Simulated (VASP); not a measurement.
A run of VASP 6.6.1:

File INCAR:

```
SYSTEM = Ga
PREC = Accurate
ENCUT = 600
EDIFF = 1E-6
ISMEAR = 0
SIGMA = 0.1
LREAL = .False.
LASPH = .True.
NELM = 100
ALGO = Fast
ISIF = 4
LWAVE = .False.
LCHARG = .False.
GGA = PE
IBRION = 2
NSW = 50
EDIFFG = -0.01
```

KPOINTS

```
Automatic mesh
0
Gamma
  20 20 20
  0 0 0
```

Contents of POSCAR:

```
Ga
1.0
    2.7430535936      0.0000000000      0.0000000000
    0.0000000000      2.7430535936      0.0000000000
    0.0000000000      0.0000000000      2.7440143896
Ga
1
Direct
    0.5000000000      0.5000000000      0.5000000000
```

Potentials or basis: VASP PAW PBE potentials, release 64 (Ga_d).

Run with:

```console
$ cat potpaw_PBE.64/Ga_d/POTCAR > POTCAR
$ mpirun -np 1 vasp_std > vasp.out
```

Hardware: 1 thread of Intel(R) Xeon(R) 6975P-C (Granite Rapids), on a shared host.

**Question.** How long does it take, and how much memory?

**Answer.** Wall time 72 s on 1 thread of Intel(R) Xeon(R) 6975P-C (Granite Rapids) (shared host), peak memory 0.3 GiB. Counts: scf iterations 11, k points 726, ion steps 1.
